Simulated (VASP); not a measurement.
Here is a VASP 6.6.1 calculation.

Contents of INCAR:

```
AGGAC    = 1.0          
AGGAX    = 1.0          
ALDAC    = 0.0          
ALDAX    = 1.0          
ALGO     = Normal         # electronic algorithm
EDIFF    = 1E-6           # SCF threshold, eV
ENCUT    = 500            # plane-wave cutoff, eV
GGA      = B5             # functional
GGA_COMPAT= F            
ISIF     = 2              # what is computed and relaxed
ISMEAR   = -1             # smearing method
LASPH    = T              # aspherical terms in the spheres
LCHARG   = F              # write CHGCAR
LREAL    = F              # projectors in reciprocal space
LWAVE    = F              # write WAVECAR
NBANDS   = 8              # bands
NELM     = 120            # most SCF steps
PREC     = Accurate       # precision mode
SIGMA    = 0.1            # smearing width, eV
```

Contents of KPOINTS:

```
k-points
0
Gamma
  11 11 11
```

POSCAR

```
Sb
1.0
    3.1017094881      0.0000000000      0.0000000000
    0.0000000000      3.1017094881      0.0000000000
    0.0000000000      0.0000000000      3.1017094881
Sb
1
Direct
    0.0000000000      0.0000000000      0.0000000000
```

Potentials or basis: VASP PAW PBE potentials, release 64 (Sb).

Launch:

```bash
$ cat potpaw_PBE.64/Sb/POTCAR > POTCAR
$ mpirun -np 1 vasp_std > vasp.out
```

What does it give for the pressure?

5.4 GPa.

Caveat: the PAW data sets were made with another functional, which shifts forces and pressure a little.
